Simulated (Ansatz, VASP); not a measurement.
**Re in VASP and in Ansatz**

INCAR

```
ALGO = Normal
EDIFF = 1E-6
ENCUT = 560
GGA = CA
GGA_COMPAT = F
ISIF = 2
ISMEAR = 1
LASPH = T
LCHARG = F
LREAL = F
LWAVE = F
NBANDS = 22
NELM = 120
PREC = Accurate
SIGMA = 0.03
```

The input KPOINTS:

```
k-points
0
Gamma
  13 13 7
```

File POSCAR:

```
Re
1.0
    2.7391880258      0.0000000000      0.0000000000
   -1.3695940129      2.3722064161      0.0000000000
    0.0000000000      0.0000000000      4.4118668232
Re
2
Direct
    0.3333333333      0.6666666667      0.2500000000
    0.6666666667      0.3333333333      0.7500000000
```

Input for Ansatz:

```yaml
crystal:
  lattice:
    - [2.7391880258, 0.0, 0.0]
    - [-1.3695940129, 2.3722064161, 0.0]
    - [0.0, 0.0, 4.4118668232]
  atoms:
    - { symbol: Re, position: [0.3333333333, 0.6666666667, 0.25] }
    - { symbol: Re, position: [0.6666666667, 0.3333333333, 0.75] }
hamiltonian:
  xc: lda
  pseudopotentials:
    kind: paw
    azcp:
      Re: "pseudopotentials/Re.paw.azcp"
basis:
  ecutwfc: 420
  fft_grid_basis: typed
kpoints:
  mp_grid: { grid: [13, 13, 7], shift: [0, 0, 0] }
magnetization:
  spin_polarized: false
scf:
  occupations: { method: methfessel_paxton, width: 0.03 }
  lower_state_search: "off"
output:
  stress: true
```

Alike in both runs: task single point; functional LDA; k mesh 13 × 13 × 7; occupations methfessel-paxton of order 1, width 0.03 eV; no spin polarisation.

```csv
,VASP,Ansatz
version,VASP 6.6.1,Ansatz 0.2.0
potentials or method,"VASP PAW LDA potentials, release 64 (Re_sv_GW), cutoff 560 eV","plane waves (420 eV) with PAW, scalar-relativistic"
valence electrons in the cell,30,30
```

Ansatz gave:

| Item | Value |
| --- | --- |
| pressure (GPa) | -0.3 |
| traceless stress, the component that is largest in VASP (GPa) | -0.58 |

Task: Which values does VASP return?

Result: Pressure (GPa): -0.3; traceless stress, the component that is largest in VASP (GPa): -0.42.

Ansatz warns that its potentials were made for another functional, while VASP's fit it. LDA's correlation is that of Perdew and Zunger in VASP and of Perdew and Wang (1992) in Ansatz.

Spin-orbit coupling is off throughout.
